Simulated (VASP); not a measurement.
# Ta (I4/mmm) in VASP: further runs, part 2 of 2

VASP 6.6.1. The steps go on from the part before.

**3. Single point, PBEsol (strain +0.000 along x and y, -0.040 along z)**

The input, INCAR:

```
SYSTEM = Ta
PREC     = Accurate       ! precision mode
ENCUT    = 520            ! plane-wave cutoff, eV
EDIFF    = 1E-6           ! SCF threshold, eV
ISMEAR   = 0              ! smearing method
SIGMA    = 0.15           ! smearing width, eV
LREAL    = .FALSE.        ! projectors in reciprocal space
LASPH    = .TRUE.         ! aspherical terms in the spheres
NELM     = 100            ! most SCF steps
ALGO     = Fast           ! electronic algorithm
ISIF     = 2              ! what is computed and relaxed
LWAVE    = .FALSE.        ! write WAVECAR
LCHARG   = .FALSE.        ! write CHGCAR
GGA      = PS             ! functional
NBANDS   = 12             ! bands
```

The input, KPOINTS:

```
Automatic mesh
0
G
  26 26 26
  0 0 0
```

The input, POSCAR:

```
Ta
1.0
   -1.6402597622      1.6402597622      1.5746493717
    1.6402597622     -1.6402597622      1.5746493717
    1.6402597622      1.6402597622     -1.5746493717
Ta
1
Direct
    0.0000000000      0.0000000000      0.0000000000
```

Potentials or basis: VASP PAW PBE potentials, release 64 (Ta_pv).

Started as:

```console
$ cat potpaw_PBE.64/Ta_pv/POTCAR > POTCAR
$ mpirun -np 1 vasp_std > vasp.out
```

OUTCAR:

```text
SYSTEM = Ta
   PREC = Accurate
   ENCUT = 520
   EDIFF = 1E-6
   ISMEAR = 0
   LREAL = .FALSE.
   LASPH = .TRUE.
   NELM = 100
   ISIF = 2
   GGA = PS

 ion  position               nearest neighbor table
   1  0.000  0.000  0.000-

  LATTYP: Found a body centered tetragonal cell.
 ALAT       =     3.2805195244
 C/A-ratio  =     0.9600000000

  Lattice vectors:

 A1 = (  -1.6402597622,   1.6402597622,   1.5746493717)
 A2 = (   1.6402597622,  -1.6402597622,   1.5746493717)
 A3 = (   1.6402597622,   1.6402597622,  -1.5746493717)

Analysis of symmetry for initial positions (statically):
=====================================================================
 Subroutine PRICEL returns:
 Original cell was already a primitive cell.

 Routine SETGRP: Setting up the symmetry group for a
 body centered tetragonal supercell.

 Subroutine GETGRP returns: Found 16 space group operations
 (whereof 16 operations were pure point group operations)
 out of a pool of 16 trial point group operations.

The static configuration has the point symmetry D_4h.

Analysis of symmetry for dynamics (positions and initial velocities):
[... 172 lines left out ...]
      5       6.1769      0.00082
      6       6.7463      0.00000
      7       6.7463      0.00000
      8       9.6139      0.00000
      9      10.4122      0.00000
     10      20.9109      0.00000
     11      20.9109      0.00000
     12      21.7002      0.00000
[... 331 lines left out ...]
 k-point    24 :       0.3846    0.0385    0.0000
  band No.  band energies     occupation
      1     -28.2711      2.00000
      2     -27.3956      2.00000
      3     -26.9940      2.00000
      4       1.2223      2.00000
      5       4.0856      2.00000
      6       6.7920      0.00000
      7      10.0664      0.00000
      8      11.1755      0.00000
      9      13.0253      0.00000
     10      18.8473      0.00000
     11      19.6168      0.00000
     12      20.7428      0.00000

 [... further k-points ...]

------------------------ aborting loop because EDIFF is reached ----------------------------------------

  FORCE on cell =-STRESS in cart. coord.  units (eV):
  Direction    XX          YY          ZZ          XY          YZ          ZX
  --------------------------------------------------------------------------------------
  -------------------------------------------------------------------------------------
  Total        0.8557611      0.8557611      1.4134612      0.0000000     -0.0000000     -0.0000000
  in kB       80.9084749     80.9084749    133.6365832      0.0000000     -0.0000000     -0.0000000
  external PRESSURE =      98.4845110 kB  Pullay stress =       0.0000000 kB

 VOLUME and BASIS-vectors are now :
 -----------------------------------------------------------------------------
  energy-cutoff  :      520.00
  volume of cell :       16.95
      direct lattice vectors                 reciprocal lattice vectors
    -1.640259762  1.640259762  1.574649372     0.000000000  0.304829766  0.317531007
     1.640259762 -1.640259762  1.574649372     0.304829766  0.000000000  0.317531007
     1.640259762  1.640259762 -1.574649372     0.304829766  0.304829766  0.000000000

 POSITION                                       TOTAL-FORCE (eV/Angst)
 -----------------------------------------------------------------------------------
      0.00000      0.00000      0.00000        -0.000000     -0.000000      0.000000
 -----------------------------------------------------------------------------------
    total drift:                               -0.000000      0.000000      0.000000

  FREE ENERGIE OF THE ION-ELECTRON SYSTEM (eV)
  ---------------------------------------------------
  free  energy   TOTEN  =       -12.5285763869 eV

  energy  without entropy=      -12.5141185641  energy(sigma->0) =      -12.52134748
```

OSZICAR:

```text
N       E                     dE             d eps       ncg     rms          rms(c)
DAV:   1     0.603287023913E+02    0.60329E+02   -0.61146E+03 32040   0.887E+02
DAV:   2    -0.120030478787E+02   -0.72332E+02   -0.70484E+02 35564   0.247E+02
DAV:   3    -0.129915743815E+02   -0.98853E+00   -0.97686E+00 37984   0.272E+01
DAV:   4    -0.129939146906E+02   -0.23403E-02   -0.23401E-02 35268   0.147E+00
DAV:   5    -0.129939214390E+02   -0.67484E-05   -0.67476E-05 37748   0.747E-02    0.154E+01
RMM:   6    -0.126414648525E+02    0.35246E+00   -0.23241E-01 34243   0.397E+00    0.764E+00
RMM:   7    -0.125294682585E+02    0.11200E+00   -0.24883E-01 36386   0.400E+00    0.329E-01
RMM:   8    -0.125285248222E+02    0.94344E-03   -0.96497E-03 39042   0.953E-01    0.293E-01
RMM:   9    -0.125285990493E+02   -0.74227E-04   -0.10720E-03 40466   0.316E-01    0.540E-02
RMM:  10    -0.125285771472E+02    0.21902E-04   -0.14245E-04 39921   0.119E-01    0.821E-03
RMM:  11    -0.125285760554E+02    0.10918E-05   -0.23086E-05 40013   0.455E-02    0.410E-03
RMM:  12    -0.125285763869E+02   -0.33144E-06   -0.34139E-06 34299   0.154E-02
   1 F= -.12528576E+02 E0= -.12521347E+02  d E =-.144578E-01
```

stdout:

```text
POSCAR found type information on POSCAR Ta
 POSCAR found :  1 types and       1 ions
 scaLAPACK will be used
 -----------------------------------------------------------------------------
|                                                                             |
|                                                                             |
|     You enforced a specific xc type in the INCAR file but a different       |
|     I HOPE YOU KNOW WHAT YOU ARE DOING!                                     |
|                                                                             |
 -----------------------------------------------------------------------------

 LDA part: xc-table for (Slater+PW92), standard interpolation
 POSCAR, INCAR and KPOINTS ok, starting setup
 FFT: planning ... GRIDC
 FFT: planning ... GRID_SOFT
 FFT: planning ... GRID
 WAVECAR not read
 entering main loop
WARNING in EDDRMM: call to ZHEGV failed, returncode =   8  4     11
WARNING in EDDRMM: call to ZHEGV failed, returncode =   8  4     11
WARNING in EDDRMM: call to ZHEGV failed, returncode =   8  4     12
```

It took 2.5 min on 1 thread of AMD EPYC 9R45 (Zen 5), shared host; peak memory 0.34 GiB.

Results:

```
Free energy            : -12.5286 eV
Pressure               : 9.8 GPa
Band gap on the k mesh : zero (an odd number of electrons rules out a gap without spin polarisation)
```

Stress tensor (GPa, compression positive):
```
 8.09  0.00  0.00
 0.00  8.09  0.00
 0.00  0.00 13.36
```

Caveat: the cell differs from its parent crystal (strain +0.000 along x and y, -0.040 along z); the stress differs along the axes, from 8 to 13 GPa; the PAW data sets were made with another functional, which shifts forces and pressure a little; spin-orbit coupling is left out, which moves the levels of the heavy elements.
